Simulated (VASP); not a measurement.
Input of a VASP 6.6.1 run:

INCAR

```
SYSTEM = AgPt3
PREC     = Accurate       ! precision mode
ENCUT    = 520            ! plane-wave cutoff, eV
EDIFF    = 1E-6           ! SCF threshold, eV
ISMEAR   = -1             ! smearing method
SIGMA    = 0.1            ! smearing width, eV
LREAL    = .FALSE.        ! projectors in reciprocal space
LASPH    = .TRUE.         ! aspherical terms in the spheres
NELM     = 60             ! most SCF steps
ALGO     = Normal         ! electronic algorithm
ISIF     = 2              ! what is computed and relaxed
LWAVE    = .FALSE.        ! write WAVECAR
LCHARG   = .FALSE.        ! write CHGCAR
GGA      = CA             ! functional
NBANDS   = 28             ! bands
```

File KPOINTS:

```
regular mesh
0
G
  9 9 9
  0 0 0
```

Contents of POSCAR:

```
AgPt3
1.0
    3.9000000000      0.0000000000      0.0000000000
    0.0000000000      3.9000000000      0.0000000000
    0.0000000000      0.0000000000      3.9000000000
Ag Pt
1 3
Direct
    0.0000000000      0.0000000000      0.0000000000
    0.0000000000      0.5000000000      0.5000000000
    0.5000000000      0.0000000000      0.5000000000
    0.5000000000      0.5000000000      0.0000000000
```

Potentials or basis: VASP PAW LDA potentials, release 64 (Ag, Pt).

Launch:

```console
$ cat potpaw_LDA.64/Ag/POTCAR potpaw_LDA.64/Pt/POTCAR > POTCAR
$ mpirun -np 1 vasp_std > vasp.out
```

Q: What does it give for the pressure?

A: 2.9 GPa.

Q: Estimate the band gap on the k mesh.

A: Zero (an odd number of electrons rules out a gap without spin polarisation).

Caveat: spin-orbit coupling is left out, which moves the levels of the heavy elements.
